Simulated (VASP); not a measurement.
Runs of VASP 6.6.1 on Ir. The structure is that of space group P6_3/mmc (No. 194), or close to it. The cells are those of the table. 

```tsv
cell	gap on the mesh (eV)	pressure (GPa)
a = 2.751, b = 2.751, c = 4.462 Å, angles 90.0, 90.0, 120.0°, 2 atoms	none	-15.8
a = 2.805, b = 2.805, c = 4.550 Å, angles 90.0, 90.0, 120.0°, 2 atoms	none	-31.4
a = 2.779, b = 2.779, c = 4.506 Å, angles 90.0, 90.0, 120.0°, 2 atoms	none	-24.4
a = 2.724, b = 2.724, c = 4.417 Å, angles 90.0, 90.0, 120.0°, 2 atoms	none	(a)
a = 2.695, b = 2.695, c = 4.371 Å, angles 90.0, 90.0, 120.0°, 2 atoms	none	(b)
```

Alike in all rows: task single point; level LDA; potentials or basis VASP PAW LDA potentials, release 64 (Ir); no spin polarisation; k mesh 12 × 12 × 7; cutoff (eV) 520; smearing fermi-dirac 0.1 eV.

Estimate the missing entries.

(a) -5.3; (b) 7.4.

Caveats: spin-orbit coupling is left out, which moves the levels of the heavy elements.

A k mesh can miss the band edges, and the runs leave out spin-orbit coupling on Ir.

A gap of «none» marks levels without a gap at the run's occupations.
